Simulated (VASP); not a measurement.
# Rh (I4/mmm) in VASP: further runs

The runs below take Rh through single point, with r2SCAN.

All numbers are computed with VASP 6.6.1; they aren't measurements. Logs are shortened: lines on timing, memory, paths and dates and some standing lists are left out, and cuts for length are marked.

## 1. The cell of the first run

Symmetry: I4/mmm, No. 139, tetragonal system. Conventional cell: a = 2.609 Å, b = 2.609 Å, c = 3.860 Å, α = 90.00°, β = 90.00°, γ = 90.00°. Rh (site symmetry 4/mmm) has 12 Rh at 2.61 to 2.67 Å within 3.4 Å.

## 2. Single point, r2SCAN (strain -0.030 along x and y, +0.015 along z)

POSCAR

```
Rh
1.0
    0.0000000000      1.8445035000      1.9300732500
    1.8445035000      0.0000000000      1.9300732500
    1.8445035000      1.8445035000      0.0000000000
Rh
1
Direct
    0.0000000000      0.0000000000      0.0000000000
```

INCAR.step1

```
ALGO = Normal
EDIFF = 1E-4
ENCUT = 520
GGA = PE
ISMEAR = 0
LASPH = T
LCHARG = F
LREAL = F
LWAVE = T
NBANDS = 14
NELM = 60
PREC = Accurate
SIGMA = 0.15
```

INCAR.step2

```
ALGO = Normal
EDIFF = 1E-6
ENCUT = 520
ISIF = 2
ISMEAR = 0
ISTART = 1
LASPH = T
LCHARG = T
LELF = T
LMIXTAU = T
LREAL = F
LVHAR = T
LWAVE = F
METAGGA = R2SCAN
NBANDS = 14
NELM = 60
PREC = Accurate
SIGMA = 0.15
```

KPOINTS

```
k-points
0
Gamma
  8 8 8
```

Potentials or basis: VASP PAW PBE potentials, release 64 (Rh_pv).

Command:

```sh
$ cat potpaw_PBE.64/Rh_pv/POTCAR > POTCAR
$ cp INCAR.step1 INCAR
$ mpirun -np 1 vasp_std > vasp.out
$ cp INCAR.step2 INCAR
$ mpirun -np 1 vasp_std > vasp.out
```

OUTCAR:

```text
EDIFF = 1E-6
   ENCUT = 520
   ISIF = 2
   ISMEAR = 0
   ISTART = 1
   LASPH = T
   LREAL = F
   METAGGA = R2SCAN
   NELM = 60
   PREC = Accurate

 ion  position               nearest neighbor table
   1  0.000  0.000  0.000-

  LATTYP: Found a body centered tetragonal cell.
 ALAT       =     2.6085218655
 C/A-ratio  =     1.4798214081

  Lattice vectors:

 A1 = (  -1.8445035000,   0.0000000000,   1.9300732500)
 A2 = (   1.8445035000,   0.0000000000,   1.9300732500)
 A3 = (   0.0000000000,   1.8445035000,  -1.9300732500)

Analysis of symmetry for initial positions (statically):
=====================================================================
 Subroutine PRICEL returns:
 Original cell was already a primitive cell.

 Routine SETGRP: Setting up the symmetry group for a
 body centered tetragonal supercell.

 Subroutine GETGRP returns: Found 16 space group operations
 (whereof 16 operations were pure point group operations)
 out of a pool of 16 trial point group operations.

The static configuration has the point symmetry D_4h.

Analysis of symmetry for dynamics (positions and initial velocities):
=====================================================================
 Subroutine PRICEL returns:
 Original cell was already a primitive cell.

 Routine SETGRP: Setting up the symmetry group for a
 body centered tetragonal supercell.

 Subroutine GETGRP returns: Found 16 space group operations
 (whereof 16 operations were pure point group operations)
 out of a pool of 16 trial point group operations.

The dynamic configuration has the point symmetry D_4h.

 Subroutine INISYM returns: Found 16 space group operations
 (whereof 16 operations are pure point group operations),
 and found     1 'primitive' translations

----------------------------------------------------------------------------------------

                                     Primitive cell

  volume of cell :      13.1330

  direct lattice vectors                    reciprocal lattice vectors
     0.000000000  1.844503500  1.930073250    -0.271075658  0.271075658  0.259057525
     1.844503500  0.000000000  1.930073250     0.271075658 -0.271075658  0.259057525
     1.844503500  1.844503500  0.000000000     0.271075658  0.271075658 -0.259057525

  length of vectors
     2.669714575  2.669714575  2.608521866     0.462682209  0.462682209  0.462682209

  position of ions in fractional coordinates (direct lattice)
     0.000000000  0.000000000  0.000000000

  ion indices of the primitive-cell ions
   primitive index   ion index
                 1           1

----------------------------------------------------------------------------------------

 KPOINTS: k-points

Automatic generation of k-mesh.
 Grid dimensions read from file:
 generate k-points for:    8    8    8

 Generating k-lattice:

  Cartesian coordinates                     Fractional coordinates (reciprocal lattice)
    -0.033884457  0.033884457  0.032382191     0.125000000  0.000000000  0.000000000
     0.033884457 -0.033884457  0.032382191     0.000000000  0.125000000  0.000000000
     0.033884457  0.033884457 -0.032382191     0.000000000  0.000000000  0.125000000

  Length of vectors
     0.057835276  0.057835276  0.057835276

  Shift w.r.t. Gamma in fractional coordinates (k-lattice)
     0.000000000  0.000000000  0.000000000

 Subroutine IBZKPT returns following result:
 ===========================================

 Found     59 irreducible k-points:

 Following reciprocal coordinates:
            Coordinates               Weight
  0.000000  0.000000  0.000000      1.000000
  0.125000  0.000000  0.000000      8.000000
  0.250000  0.000000  0.000000      8.000000
  0.375000 -0.000000  0.000000      8.000000
  0.500000  0.000000  0.000000      4.000000
  0.125000  0.125000  0.000000      2.000000
[... 16 lines left out ...]
  0.250000 -0.000000  0.125000     16.000000
  0.375000  0.000000  0.125000     16.000000
 [... further k-points ...]
   k-points           NKPTS =     59   k-points in BZ     NKDIM =     59   number of bands    NBANDS=     14
   number of dos      NEDOS =    301   number of ions     NIONS =      1
   total plane-waves  NPLWV =   8000
   dimension x,y,z NGX =    20 NGY =   20 NGZ =   20
   dimension x,y,z NGXF=    40 NGYF=   40 NGZF=   40
   ions per type =               1
   NGX,Y,Z   is equivalent  to a cutoff of  12.45, 12.45, 12.75 a.u.
   NGXF,Y,Z  is equivalent  to a cutoff of  24.91, 24.91, 25.49 a.u.
 SYSTEM =  unknown system
   PREC   = accura    normal or accurate (medium, high low for compatibility)
   ISTART =      1    job   : 0-new  1-cont  2-samecut
   ICHARG =      0    charge: 1-file 2-atom 10-const
   ISPIN  =      1    spin polarized calculation?
   LNONCOLLINEAR =      F non collinear calculations
   LSORBIT =      F    spin-orbit coupling
   LASPH  =      T    aspherical Exc in radial PAW
   ENCUT  =  520.0 eV  38.22 Ry    6.18 a.u.   4.96  4.96  4.85*2*pi/ulx,y,z
   NELM   =     60;   NELMIN=  2; NELMDL=  0     # of ELM steps
   EDIFF  = 0.1E-05   stopping-criterion for ELM
   LREAL  =      F    real-space projection
   EDIFFG = 0.1E-04   stopping-criterion for IOM
   NSW    =      0    number of steps for IOM
   IBRION =     -1    ionic relax: 0-MD 1-quasi-New 2-CG
   NFREE  =      0    steps in history (QN), initial steepest desc. (CG)
   ISIF   =      2    stress and relaxation
   ISYM   =      2    0-nonsym 1-usesym 2-fastsym
   POTIM  = 0.5000    time-step for ionic-motion
   TEBEG  =    0.0;   TEEND  =   0.0 temperature during run
   PSTRESS=    0.0 pullay stress
   NELECT =      15.0000    total number of electrons
   NUPDOWN=      -1.0000    fix difference up-down
   EMIN   =  10.00;   EMAX   =-10.00  energy-range for DOS
   EFERMI =   0.00;   METHOD = LEGACY
   ISMEAR =     0;   SIGMA  =   0.15  broadening in eV -4-tet -1-fermi 0-gaus
   EFERMI_NEDOS =   21; number of points for ismear=-14 and -15
   IALGO  =     38    algorithm
   IMIX   =      4    mixing-type and parameters
     AMIX     =   0.40;   BMIX     =  1.00
     AMIX_MAG =   1.60;   BMIX_MAG =  1.00
  volume/ion in A,a.u.               =      13.13        88.63
  Fermi-wavevector in a.u.,A,eV,Ry     =   1.711267  3.233825 39.843753  2.928433
  Thomas-Fermi vector in A             =   2.789412
   LORBIT       =      0    0 simple, 1 ext, 2 COOP (PROOUT), +10 PAW based schemes
   METAGGA = R2SCAN    functional components
   LHFCALC =     F    Hartree Fock is set to
   AEXX    =    0.0000 exact exchange contribution
   IVDW    =     0    specifies the selected vdW correction
   LEPSILON=     F    determine dielectric tensor
   LRPA    =     F    only Hartree local field effects (RPA)
 non-spin polarized calculation
 Gauss-broadening in eV      SIGMA  =   0.15
  energy-cutoff  :      520.00
  volume of cell :       13.13
 maximum number of plane-waves:       364
   NGX =  9   NGY =  9   NGZ =  9

 number of electron      15.0000001 magnetization

 Free energy of the ion-electron system (eV)
  ---------------------------------------------------
  ext. energy  EPLUGINS =         0.00000000
  ---------------------------------------------------
  free energy    TOTEN  =       -24.07012205 eV

  energy without entropy =      -24.05109375  energy(sigma->0) =      -24.06060790

 E-fermi :  12.6396     XC(G=0): -15.5371

 val. band max:       12.6386627879   @ k =   0.3750  -0.0000   0.0000
 cond. band min:      12.6449151124   @ k =  -0.3750   0.2500   0.0000
 fundamental gap:      0.0062523245
 Fermi energy:        12.6395712695

 k-point     1 :       0.0000    0.0000    0.0000
  band No.  band energies     occupation
      1     -35.2476      2.00000
      2     -35.2227      2.00000
      3     -35.2227      2.00000
      4       4.0753      2.00000
      5       8.8535      2.00000
      6       9.4132      2.00000
      7       9.4132      2.00000
      8      11.1310      2.00000
      9      11.7972      2.00000
     10      29.2971      0.00000
     11      30.0251      0.00000
     12      34.2977      0.00000
     13      35.8125      0.00000
     14      35.8125      0.00000

 k-point     2 :       0.1250    0.0000    0.0000
  band No.  band energies     occupation
      1     -35.3714      2.00000
      2     -35.2623      2.00000
      3     -35.2369      2.00000
      4       4.7325      2.00000
      5       8.8597      2.00000
      6       9.3672      2.00000
      7       9.6554      2.00000
      8      11.0772      2.00000
      9      11.6354      2.00000
     10      30.0251      0.00000
     11      30.2200      0.00000
     12      32.6047      0.00000
     13      35.7988      0.00000
     14      36.8191      0.00000

 k-point     3 :       0.2500    0.0000    0.0000
  band No.  band energies     occupation
      1     -35.7026      2.00000
      2     -35.3178      2.00000
      3     -35.2710      2.00000
      4       5.9546      2.00000
      5       9.1231      2.00000
      6       9.3408      2.00000
      7       9.8610      2.00000
      8      11.5827      2.00000
      9      11.7658      2.00000
     10      28.8148      0.00000
     11      30.0265      0.00000
     12      31.1103      0.00000
     13      38.2007      0.00000
     14      39.1368      0.00000
[... 324 lines left out ...]
 k-point    23 :       0.2500   -0.0000    0.1250
  band No.  band energies     occupation
      1     -35.6181      2.00000
      2     -35.3475      2.00000
      3     -35.3174      2.00000
      4       6.1469      2.00000
      5       8.2938      2.00000
      6       9.6955      2.00000
      7      10.0662      2.00000
      8      11.1901      2.00000
      9      11.9747      2.00000
     10      30.0233      0.00000
     11      30.5002      0.00000
     12      31.9050      0.00000
     13      35.0812      0.00000
     14      36.6074      0.00000

 k-point    24 :       0.3750    0.0000    0.1250
  band No.  band energies     occupation
      1     -35.9287      2.00000
      2     -35.4024      2.00000
      3     -35.3634      2.00000
      4       6.5341      2.00000
      5       9.0170      2.00000
      6       9.3636      2.00000
      7       9.8151      2.00000
      8      12.9121      0.01018
      9      13.2780      0.00000
     10      26.2882      0.00000
     11      30.0260      0.00000
     12      30.8319      0.00000
     13      34.4997      0.00000
     14      36.4689      0.00000

 [... further k-points ...]

------------------------ aborting loop because EDIFF is reached ----------------------------------------

  FORCE on cell =-STRESS in cart. coord.  units (eV):
  Direction    XX          YY          ZZ          XY          YZ          ZX
  --------------------------------------------------------------------------------------
  -------------------------------------------------------------------------------------
  Total        1.6966679      1.6966679      0.6751249      0.0000000      0.0000000     -0.0000000
  in kB      206.9877623    206.9877623     82.3629659      0.0000000      0.0000000     -0.0000000
  external PRESSURE =     165.4461635 kB  Pullay stress =       0.0000000 kB

 VOLUME and BASIS-vectors are now :
 -----------------------------------------------------------------------------
  energy-cutoff  :      520.00
  volume of cell :       13.13
      direct lattice vectors                 reciprocal lattice vectors
     0.000000000  1.844503500  1.930073250    -0.271075658  0.271075658  0.259057525
     1.844503500  0.000000000  1.930073250     0.271075658 -0.271075658  0.259057525
     1.844503500  1.844503500  0.000000000     0.271075658  0.271075658 -0.259057525

 POSITION                                       TOTAL-FORCE (eV/Angst)
 -----------------------------------------------------------------------------------
      0.00000      0.00000      0.00000         0.000000      0.000000      0.000000
 -----------------------------------------------------------------------------------
    total drift:                                0.000000     -0.000000      0.000000

  FREE ENERGIE OF THE ION-ELECTRON SYSTEM (eV)
  ---------------------------------------------------
  free  energy   TOTEN  =       -24.0701220502 eV

  energy  without entropy=      -24.0510937520  energy(sigma->0) =      -24.06060790
```

It took 28 s on 1 thread of Intel Xeon 6975P-C, shared host; peak memory 0.13 GiB.

Results:

| Property | Result |
| --- | --- |
| Free energy | -24.0701 eV |
| Pressure | 16.5 GPa |

Caveat: the k points lie up to 0.36 Å⁻¹ apart; the cell differs from its parent crystal (strain -0.030 along x and y, +0.015 along z); the PAW data sets were made with another functional, which shifts forces and pressure a little.

## 3. Single point, r2SCAN (strain -0.015 along x and y, +0.000 along z)

POSCAR

```
Rh
1.0
    0.0000000000      1.8730267500      1.9015500000
    1.8730267500      0.0000000000      1.9015500000
    1.8730267500      1.8730267500      0.0000000000
Rh
1
Direct
    0.0000000000      0.0000000000      0.0000000000
```

INCAR.step1

```
  ALGO = Normal
  EDIFF = 1E-4
  ENCUT = 520
  GGA = PE
  ISMEAR = 0
  LASPH = True
  LCHARG = False
  LREAL = False
  LWAVE = True
  NBANDS = 14
  NELM = 60
  PREC = Accurate
  SIGMA = 0.15
```

INCAR.step2

```
  ALGO = Normal
  EDIFF = 1E-7
  ENCUT = 520
  ISIF = 2
  ISMEAR = 0
  ISTART = 1
  LASPH = True
  LCHARG = False
  LMIXTAU = True
  LREAL = False
  LWAVE = False
  METAGGA = R2SCAN
  NBANDS = 14
  NELM = 60
  PREC = Accurate
  SIGMA = 0.15
```

KPOINTS is that of step 2.

Potentials or basis: VASP PAW PBE potentials, release 64 (Rh_pv).

Command:

```sh
$ cat potpaw_PBE.64/Rh_pv/POTCAR > POTCAR
$ cp INCAR.step1 INCAR
$ mpirun -np 1 vasp_std > vasp.out
$ cp INCAR.step2 INCAR
$ mpirun -np 1 vasp_std > vasp.out
```

It took 27 s on 1 thread of Intel Xeon 6975P-C, shared host; peak memory 0.13 GiB.

It converged, with:

```yaml
Free_energy: -24.1015 eV
Pressure: 10.8 GPa
```

Stress tensor (GPa, compression positive):
```
12.09  0.00  0.00
 0.00 12.09  0.00
 0.00  0.00  8.12
```

Levels at points of the mesh, in eV from the Fermi level:
| k point | band 3 | band 4 | band 5 | band 6 | band 7 | band 8 | band 9 | band 10 | band 11 | band 12 |
| --- | --- | --- | --- | --- | --- | --- | --- | --- | --- | --- |
| (0.00, 0.00, 0.00) | -47.85 | -8.45 | -3.47 | -3.29 | -3.29 | -1.25 | -1.04 | 16.63 | 17.39 | 22.24 |
| (0.50, 0.00, 0.00) | -47.96 | -6.63 | -3.56 | -3.38 | 0.56 | 0.64 | 0.83 | 9.39 | 16.20 | 17.39 |
| (0.50, 0.50, 0.00) | -48.15 | -6.88 | -6.48 | 0.53 | 1.07 | 1.07 | 3.26 | 12.95 | 14.35 | 14.35 |
| (0.50, 0.00, 0.50) | -48.17 | -6.89 | -6.50 | 0.52 | 1.01 | 1.17 | 3.60 | 13.39 | 13.96 | 14.15 |

Caveat: the k points lie up to 0.36 Å⁻¹ apart; the cell differs from its parent crystal (strain -0.015 along x and y, +0.000 along z); the PAW data sets were made with another functional, which shifts forces and pressure a little.

## 4. Single point, r2SCAN (strain -0.015 along x and y, +0.030 along z)

POSCAR

```
Rh
1.0
    0.0000000000      1.8730267500      1.9585965000
    1.8730267500      0.0000000000      1.9585965000
    1.8730267500      1.8730267500      0.0000000000
Rh
1
Direct
    0.0000000000      0.0000000000      0.0000000000
```

INCAR.step1

```
PREC = Accurate
ENCUT = 520
ISMEAR = 0
SIGMA = 0.15
LREAL = False
LASPH = True
NELM = 80
NBANDS = 14
GGA = PE
ALGO = Normal
EDIFF = 1E-4
LWAVE = True
LCHARG = False
```

INCAR.step2

```
PREC = Accurate
ENCUT = 520
EDIFF = 1E-7
ISMEAR = 0
SIGMA = 0.15
LREAL = False
LASPH = True
NELM = 80
ALGO = Normal
ISIF = 2
LWAVE = False
LCHARG = True
METAGGA = R2SCAN
LMIXTAU = True
LELF = True
LVHAR = True
NBANDS = 14
ISTART = 1
```

KPOINTS

```
regular mesh
0
Gamma
  8 8 8
```

Command:

```sh
$ cat potpaw_PBE.64/Rh_pv/POTCAR > POTCAR
$ cp INCAR.step1 INCAR
$ mpirun -np 1 vasp_std > vasp.out
$ cp INCAR.step2 INCAR
$ mpirun -np 1 vasp_std > vasp.out
```

Run time: 26 s. Hardware: 1 thread of Intel Xeon 6975P-C, shared host; peak memory 0.13 GiB.

The run converged. Its results:

```
Free energy : -24.1048 eV
Pressure    : 1.9 GPa
```

Stress tensor (GPa, compression positive):
```
 5.48  0.00  0.00
 0.00  5.48  0.00
 0.00  0.00 -5.27
```

Levels at points of the mesh, in eV from the Fermi level:
```
           k point  band 3  band 4  band 5  band 6  band 7  band 8  band 9  band 10  band 11  band 12
(0.00, 0.00, 0.00)  -47.78   -8.22   -3.53   -3.01   -3.01   -1.41   -0.80    16.70    17.43    21.51
(0.50, 0.00, 0.00)  -47.87   -6.37   -3.55   -3.05    0.45    0.69    0.88     9.08    16.18    17.43
(0.50, 0.50, 0.00)  -48.03   -6.56   -6.18    0.53    1.00    1.00    2.80    12.01    14.55    14.55
(0.50, 0.00, 0.50)  -48.07   -6.59   -6.20    0.47    0.81    1.27    3.79    13.29    13.46    13.96
```

Caveat: the cell differs from its parent crystal (strain -0.015 along x and y, +0.030 along z); the PAW data sets were made with another functional, which shifts forces and pressure a little.

## 5. Overview

```tsv
cell	gap on the mesh (eV)	pressure (GPa)
a = 2.670, b = 2.670, c = 2.609 Å, angles 60.8, 60.8, 58.5°, 1 atom	none	16.5
a = 2.669, b = 2.669, c = 2.649 Å, angles 60.3, 60.3, 59.5°, 1 atom	none	10.8
a = 2.710, b = 2.710, c = 2.649 Å, angles 60.7, 60.7, 58.5°, 1 atom	none	1.9
```

Alike in all rows: task single point; level r2SCAN; potentials or basis VASP PAW PBE potentials, release 64 (Rh_pv); no spin polarisation; k mesh 8 × 8 × 8; cutoff (eV) 520; smearing gaussian 0.15 eV.

Caveats: some runs use coarse meshes; the PAW data sets were made with another functional, which shifts forces and pressure a little.

Absolute energies hang on the potentials; compare differences alone.
